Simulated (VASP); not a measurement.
Set up this calculation in VASP 6.6.1, as the native input.

| Property | Result |
| --- | --- |
| Task | single point |
| Functional | PBEsol |
| Potentials or basis | VASP PAW PBE potentials, release 64 (Ti_sv) |
| Cutoff | 520 eV |
| k mesh | 17 × 17 × 17 |
| Occupations | fermi-dirac, width 0.08 eV |
| Spin | no spin polarisation |
| Dipole correction | no |
| Further INCAR settings | ALGO = Normal; EDIFF = 1e-07; NBANDS = 12 |

The structure of Ti lies in POSCAR:

```
Ti
1.0
   -1.6188216056      1.6188216056      1.6188216056
    1.6188216056     -1.6188216056      1.6188216056
    1.6188216056      1.6188216056     -1.6188216056
Ti
1
Direct
    0.0000000000      0.0000000000      0.0000000000
```

This cell differs from its parent crystal: volume scaled by 0.96.

One way to write it, as run:

INCAR

```
ALGO = Normal
EDIFF = 1E-7
ENCUT = 520
GGA = PS
ISIF = 2
ISMEAR = -1
LASPH = True
LCHARG = False
LREAL = False
LWAVE = False
NBANDS = 12
NELM = 60
PREC = Accurate
SIGMA = 0.08
```

KPOINTS

```
k-points
0
Gamma
  17 17 17
```

Potentials or basis: VASP PAW PBE potentials, release 64 (Ti_sv).

Launch:

```bash
$ cat potpaw_PBE.64/Ti_sv/POTCAR > POTCAR
$ mpirun -np 1 vasp_std > vasp.out
```

Results of the run:

```
Pressure               : -2.8 GPa
Band gap on the k mesh : zero (band 6 reaches 9.21 eV, above the bottom of band 7 at 7.55 eV)
```

Caveat: the PAW data sets were made with another functional, which shifts forces and pressure a little.

Wall time 12 s on 1 thread of Intel(R) Xeon(R) 6975P-C (Granite Rapids), on a shared host, peak memory 0.15 GiB.
